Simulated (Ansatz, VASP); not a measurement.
Ti3SiO8 in VASP and in Ansatz

File INCAR:

```
SYSTEM = Ti3SiO8
ALGO     = Normal         ! electronic algorithm
EDIFF    = 1E-6           ! SCF threshold, eV
ENCUT    = 520            ! plane-wave cutoff, eV
GGA      = PE             ! functional
ISIF     = 2              ! what is computed and relaxed
ISMEAR   = -1             ! smearing method
LASPH    = .True.         ! aspherical terms in the spheres
LCHARG   = .False.        ! write CHGCAR
LREAL    = .False.        ! projectors in reciprocal space
LWAVE    = .False.        ! write WAVECAR
NBANDS   = 56             ! bands
NELM     = 60             ! most SCF steps
PREC     = Accurate       ! precision mode
SIGMA    = 0.02           ! smearing width, eV
```

KPOINTS

```
k-points
0
Gamma
  6 6 4
  0 0 0
```

Contents of POSCAR:

```
Ti3SiO8
1.0
    3.1787471264     -3.1702595022      0.0000000000
    3.1787471264      3.1702595022      0.0000000000
    0.0000000000      0.0000000000      5.7867066174
Si Ti O
1 3 8
Direct
    0.5000000000      0.5000000000      0.0000000000
    0.0000000000      0.0000000000      0.7559920704
    0.5000000000      0.5000000000      0.5000000000
    0.0000000000      0.0000000000      0.2440079296
    0.2095489344      0.2095489344      0.0000000000
    0.7904510656      0.7904510656      0.0000000000
    0.6878077306      0.3121922694      0.7704360942
    0.3121922694      0.6878077306      0.7704360942
    0.1950829072      0.1950829072      0.5000000000
    0.8049170928      0.8049170928      0.5000000000
    0.6878077306      0.3121922694      0.2295639058
    0.3121922694      0.6878077306      0.2295639058
```

Input for Ansatz:

```yaml
crystal:
  lattice:
    - [3.1787471264, -3.1702595022, 0.0]
    - [3.1787471264, 3.1702595022, 0.0]
    - [0.0, 0.0, 5.7867066174]
  atoms:
    - { symbol: Si, position: [0.5, 0.5, 0.0] }
    - { symbol: Ti, position: [0.0, 0.0, 0.7559920704] }
    - { symbol: O, position: [0.2095489344, 0.2095489344, 0.0] }
    - { symbol: O, position: [0.7904510656, 0.7904510656, 0.0] }
    - { symbol: O, position: [0.6878077306, 0.3121922694, 0.7704360942] }
    - { symbol: O, position: [0.3121922694, 0.6878077306, 0.7704360942] }
    - { symbol: Ti, position: [0.5, 0.5, 0.5] }
    - { symbol: Ti, position: [0.0, 0.0, 0.2440079296] }
    - { symbol: O, position: [0.1950829072, 0.1950829072, 0.5] }
    - { symbol: O, position: [0.8049170928, 0.8049170928, 0.5] }
    - { symbol: O, position: [0.6878077306, 0.3121922694, 0.2295639058] }
    - { symbol: O, position: [0.3121922694, 0.6878077306, 0.2295639058] }
kpoints:
  mp_grid: { grid: [6, 6, 4] }
  band_path:
    path:
      - [[0.0, 0.0, 0.0], [0.5, 0.5, -9.619046142438e-34], [0.5013332757302, 0.4986667242698, 4.154511090941e-21]]
      - [[0.4986667242698, -0.4986667242698, 1.553854457644e-18], [0.0, 0.0, 0.0], [-3.083325650205e-35, 9.794515272105e-36, 0.5], [0.4986667242698, -0.4986667242698, 0.5]]
      - [[0.5013332757302, 0.4986667242698, 0.5], [0.5, 0.5, 0.5], [0.5, 0.5, -9.619046142438e-34]]
      - [[0.0, 0.0, 0.0], [0.5, 1.924616686422e-17, 7.790044843674e-19], [0.5, 1.901172924684e-17, 0.5], [-3.083325650205e-35, 9.794515272105e-36, 0.5], [0.5, 0.5, 0.5]]
    npoints: 10
hamiltonian:
  xc: pbe
scf:
  occupations: { method: fermi_dirac, width: 0.02 }
  n_extra_bands: 7
output:
  forces: true
  stress: true
  eigenvalues: true
```

Alike in both runs: task single point; functional PBE; k mesh 6 × 6 × 4; occupations fermi-dirac, width 0.02 eV; no spin polarisation.

|  | VASP | Ansatz |
| --- | --- | --- |
| version | VASP 6.6.1 | Ansatz 0.2.0 |
| potentials or method | VASP PAW PBE potentials, release 64 (Si, Ti_sv, O) | plane waves, PAW |
| plane-wave cutoff (eV) | 520 | 420 |
| valence electrons in the cell | 88 | 88 |

Ansatz gave:

| Property | Result |
| --- | --- |
| gap on the k mesh at the Fermi level (eV) | 1.61 |
| pressure (GPa) | 6.1 |
| rms of the force components (eV/Å) | 0.041 |

**Question.** Estimate VASP's values.

**Answer.** gap on the k mesh at the Fermi level (eV): 1.58; pressure (GPa): 6.7; rms of the force components (eV/Å): 0.043.

With one functional, cell and mesh, what is left measures potentials, basis and numerics.
